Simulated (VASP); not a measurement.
# Ta in VASP: further runs, part 3 of 3

VASP 6.6.1.

## 5. Single point, PBEsol (strain +0.040 along x and y, +0.040 along z)

Contents of INCAR:

```
  ALGO = Normal
  EDIFF = 1E-6
  ENCUT = 520
  GGA = PS
  ISIF = 2
  ISMEAR = 0
  LASPH = T
  LCHARG = F
  LREAL = F
  LWAVE = F
  NBANDS = 12
  NELM = 60
  PREC = Accurate
  SIGMA = 0.15
```

Contents of KPOINTS:

```
k-points
0
Gamma
  20 20 20
```

Contents of POSCAR:

```
Ta
1.0
   -1.7173312000      1.7173312000      1.7173312000
    1.7173312000     -1.7173312000      1.7173312000
    1.7173312000      1.7173312000     -1.7173312000
Ta
1
Direct
    0.0000000000      0.0000000000      0.0000000000
```

Potentials or basis: VASP PAW PBE potentials, release 64 (Ta_pv).

Run with:

```console
> cat potpaw_PBE.64/Ta_pv/POTCAR > POTCAR
> mpirun -np 1 vasp_std > vasp.out
```

OUTCAR:

```text
EDIFF = 1E-6
   ENCUT = 520
   GGA = PS
   ISIF = 2
   ISMEAR = 0
   LASPH = T
   LREAL = F
   NELM = 60
   PREC = Accurate

 ion  position               nearest neighbor table
   1  0.000  0.000  0.000-

  LATTYP: Found a body centered cubic cell.
 ALAT       =     3.4346624000

  Lattice vectors:

 A1 = (  -1.7173312000,   1.7173312000,   1.7173312000)
 A2 = (   1.7173312000,  -1.7173312000,   1.7173312000)
 A3 = (   1.7173312000,   1.7173312000,  -1.7173312000)

Analysis of symmetry for initial positions (statically):
=====================================================================
 Subroutine PRICEL returns:
 Original cell was already a primitive cell.

 Routine SETGRP: Setting up the symmetry group for a
 body centered cubic supercell.

 Subroutine GETGRP returns: Found 48 space group operations
 (whereof 48 operations were pure point group operations)
 out of a pool of 48 trial point group operations.

The static configuration has the point symmetry O_h .

Analysis of symmetry for dynamics (positions and initial velocities):
=====================================================================
 Subroutine PRICEL returns:
 Original cell was already a primitive cell.

 Routine SETGRP: Setting up the symmetry group for a
 body centered cubic supercell.

 Subroutine GETGRP returns: Found 48 space group operations
 (whereof 48 operations were pure point group operations)
 out of a pool of 48 trial point group operations.

The dynamic configuration has the point symmetry O_h .

 Subroutine INISYM returns: Found 48 space group operations
 (whereof 48 operations are pure point group operations),
 and found     1 'primitive' translations

----------------------------------------------------------------------------------------

                                     Primitive cell

  volume of cell :      20.2592

  direct lattice vectors                    reciprocal lattice vectors
    -1.717331200  1.717331200  1.717331200     0.000000000  0.291149430  0.291149430
     1.717331200 -1.717331200  1.717331200     0.291149430  0.000000000  0.291149430
     1.717331200  1.717331200 -1.717331200     0.291149430  0.291149430  0.000000000

  length of vectors
     2.974504892  2.974504892  2.974504892     0.411747473  0.411747473  0.411747473

  position of ions in fractional coordinates (direct lattice)
     0.000000000  0.000000000  0.000000000

  ion indices of the primitive-cell ions
   primitive index   ion index
                 1           1

----------------------------------------------------------------------------------------

 KPOINTS: k-points

Automatic generation of k-mesh.
 Grid dimensions read from file:
 generate k-points for:   20   20   20

 Generating k-lattice:

  Cartesian coordinates                     Fractional coordinates (reciprocal lattice)
     0.000000000  0.014557471  0.014557471     0.050000000  0.000000000  0.000000000
     0.014557471  0.000000000  0.014557471     0.000000000  0.050000000  0.000000000
     0.014557471  0.014557471  0.000000000     0.000000000  0.000000000  0.050000000

  Length of vectors
     0.020587374  0.020587374  0.020587374

  Shift w.r.t. Gamma in fractional coordinates (k-lattice)
     0.000000000  0.000000000  0.000000000

 Subroutine IBZKPT returns following result:
 ===========================================

 Found    256 irreducible k-points:

 Following reciprocal coordinates:
            Coordinates               Weight
  0.000000  0.000000  0.000000      1.000000
  0.050000  0.000000  0.000000     12.000000
  0.100000  0.000000  0.000000     12.000000
  0.150000  0.000000  0.000000     12.000000
  0.200000  0.000000  0.000000     12.000000
  0.250000  0.000000  0.000000     12.000000
[... 16 lines left out ...]
  0.200000  0.100000  0.000000     48.000000
  0.250000  0.100000  0.000000     48.000000
 [... further k-points ...]
   k-points           NKPTS =    256   k-points in BZ     NKDIM =    256   number of bands    NBANDS=     12
   number of dos      NEDOS =    301   number of ions     NIONS =      1
   total plane-waves  NPLWV =  13824
   dimension x,y,z NGX =    24 NGY =   24 NGZ =   24
   dimension x,y,z NGXF=    48 NGYF=   48 NGZF=   48
   ions per type =               1
   NGX,Y,Z   is equivalent  to a cutoff of  13.41, 13.41, 13.41 a.u.
   NGXF,Y,Z  is equivalent  to a cutoff of  26.83, 26.83, 26.83 a.u.
 SYSTEM =  unknown system
   PREC   = accura    normal or accurate (medium, high low for compatibility)
   ISTART =      0    job   : 0-new  1-cont  2-samecut
   ICHARG =      2    charge: 1-file 2-atom 10-const
   ISPIN  =      1    spin polarized calculation?
   LNONCOLLINEAR =      F non collinear calculations
   LSORBIT =      F    spin-orbit coupling
   LASPH  =      T    aspherical Exc in radial PAW
   ENCUT  =  520.0 eV  38.22 Ry    6.18 a.u.   5.53  5.53  5.53*2*pi/ulx,y,z
   NELM   =     60;   NELMIN=  2; NELMDL= -5     # of ELM steps
   EDIFF  = 0.1E-05   stopping-criterion for ELM
   LREAL  =      F    real-space projection
   EDIFFG = 0.1E-04   stopping-criterion for IOM
   NSW    =      0    number of steps for IOM
   IBRION =     -1    ionic relax: 0-MD 1-quasi-New 2-CG
   NFREE  =      0    steps in history (QN), initial steepest desc. (CG)
   ISIF   =      2    stress and relaxation
   ISYM   =      2    0-nonsym 1-usesym 2-fastsym
   POTIM  = 0.5000    time-step for ionic-motion
   TEBEG  =    0.0;   TEEND  =   0.0 temperature during run
   PSTRESS=    0.0 pullay stress
   NELECT =      11.0000    total number of electrons
   NUPDOWN=      -1.0000    fix difference up-down
   EMIN   =  10.00;   EMAX   =-10.00  energy-range for DOS
   EFERMI =   0.00;   METHOD = LEGACY
   ISMEAR =     0;   SIGMA  =   0.15  broadening in eV -4-tet -1-fermi 0-gaus
   EFERMI_NEDOS =   21; number of points for ismear=-14 and -15
   IALGO  =     38    algorithm
   IMIX   =      4    mixing-type and parameters
     AMIX     =   0.40;   BMIX     =  1.00
     AMIX_MAG =   1.60;   BMIX_MAG =  1.00
  volume/ion in A,a.u.               =      20.26       136.72
  Fermi-wavevector in a.u.,A,eV,Ry     =   1.335565  2.523852 24.269170  1.783734
  Thomas-Fermi vector in A             =   2.464259
   LORBIT       =      0    0 simple, 1 ext, 2 COOP (PROOUT), +10 PAW based schemes
   GGA     = PS    functional components
   LHFCALC =     F    Hartree Fock is set to
   AEXX    =    0.0000 exact exchange contribution
   IVDW    =     0    specifies the selected vdW correction
   LEPSILON=     F    determine dielectric tensor
   LRPA    =     F    only Hartree local field effects (RPA)
 non-spin polarized calculation
 Gauss-broadening in eV      SIGMA  =   0.15
  energy-cutoff  :      520.00
  volume of cell :       20.26
 maximum number of plane-waves:       563
 NGX is ok and might be reduce to    24
   NGX = 11   NGY = 11   NGZ = 11

 number of electron      11.0000003 magnetization

 Free energy of the ion-electron system (eV)
  ---------------------------------------------------
  ext. energy  EPLUGINS =         0.00000000
  ---------------------------------------------------
  free energy    TOTEN  =       -12.36311414 eV

  energy without entropy =      -12.34634042  energy(sigma->0) =      -12.35472728

 E-fermi :   4.4198     XC(G=0): -12.1382

 val. band max:        4.4172790823   @ k =  -0.2500   0.3000   0.1000
 cond. band min:       4.4242694083   @ k =   0.3500   0.0000   0.0000
 fundamental gap:      0.0069903260
 Fermi energy:         4.4198310917

 k-point     1 :       0.0000    0.0000    0.0000
  band No.  band energies     occupation
      1     -29.0775      2.00000
      2     -29.0775      2.00000
      3     -29.0775      2.00000
      4      -3.0475      2.00000
      5       5.1147      0.00000
      6       5.1147      0.00000
      7       5.1147      0.00000
      8       7.9800      0.00000
      9       7.9800      0.00000
     10      18.9062      0.00000
     11      18.9062      0.00000
     12      18.9062      0.00000
[... 331 lines left out ...]
 k-point    24 :       0.2500    0.1000    0.0000
  band No.  band energies     occupation
      1     -29.6171      2.00000
      2     -29.2583      2.00000
      3     -29.1068      2.00000
      4      -0.0983      2.00000
      5       3.7276      2.00000
      6       4.0563      1.99939
      7       7.3624      0.00000
      8       8.4671      0.00000
      9       8.6222      0.00000
     10      17.4977      0.00000
     11      18.6214      0.00000
     12      18.7890      0.00000

 [... further k-points ...]

------------------------ aborting loop because EDIFF is reached ----------------------------------------

  FORCE on cell =-STRESS in cart. coord.  units (eV):
  Direction    XX          YY          ZZ          XY          YZ          ZX
  --------------------------------------------------------------------------------------
  -------------------------------------------------------------------------------------
  Total       -2.7719100     -2.7719100     -2.7719100     -0.0000000      0.0000000     -0.0000000
  in kB     -219.2136226   -219.2136226   -219.2136226     -0.0000000      0.0000000     -0.0000000
  external PRESSURE =    -219.2136226 kB  Pullay stress =       0.0000000 kB

 VOLUME and BASIS-vectors are now :
 -----------------------------------------------------------------------------
  energy-cutoff  :      520.00
  volume of cell :       20.26
      direct lattice vectors                 reciprocal lattice vectors
    -1.717331200  1.717331200  1.717331200     0.000000000  0.291149430  0.291149430
     1.717331200 -1.717331200  1.717331200     0.291149430  0.000000000  0.291149430
     1.717331200  1.717331200 -1.717331200     0.291149430  0.291149430  0.000000000

 POSITION                                       TOTAL-FORCE (eV/Angst)
 -----------------------------------------------------------------------------------
      0.00000      0.00000      0.00000        -0.000000      0.000000     -0.000000
 -----------------------------------------------------------------------------------
    total drift:                                0.000000      0.000000     -0.000000

  FREE ENERGIE OF THE ION-ELECTRON SYSTEM (eV)
  ---------------------------------------------------
  free  energy   TOTEN  =       -12.3631141398 eV

  energy  without entropy=      -12.3463404183  energy(sigma->0) =      -12.35472728
```

Run time: 46 s. Hardware: 1 thread of Intel Xeon 8259CL, shared host; peak memory 0.18 GiB.

Results:

| Property | Result |
| --- | --- |
| Free energy | -12.3631 eV |
| Pressure | -21.9 GPa |
| Band gap on the k mesh | zero (an odd number of electrons rules out a gap without spin polarisation) |

Caveat: the cell differs from its parent crystal (strain +0.040 along x and y, +0.040 along z); the cell stands under tension; the PAW data sets were made with another functional, which shifts forces and pressure a little; spin-orbit coupling is left out, which moves the levels of the heavy elements.

## 6. Summary

```tsv
cell	gap on the mesh (eV)	pressure (GPa)
a = 2.899 Å, angles 110.5, 110.5, 107.3°, 1 atom	none	-10.6
a = 2.631 Å, angles 109.5°, 1 atom	none	74.2
a = 2.746 Å, angles 109.5°, 1 atom	none	26.6
a = 2.975 Å, angles 109.5°, 1 atom	none	-21.9
```

Alike in all rows: task single point; level PBEsol; potentials or basis VASP PAW PBE potentials, release 64 (Ta_pv); no spin polarisation; k mesh 20 × 20 × 20; cutoff (eV) 520; smearing gaussian 0.15 eV.

Caveats: the PAW data sets were made with another functional, which shifts forces and pressure a little; spin-orbit coupling is left out, which moves the levels of the heavy elements; the cell stands under tension (at least some runs); the cell stands under pressure (at least some runs).

Total energies depend on the potentials used, so only differences within one code and one set of settings carry meaning.

The gap in the log of VASP goes by the Fermi energy; the results here count the filled bands.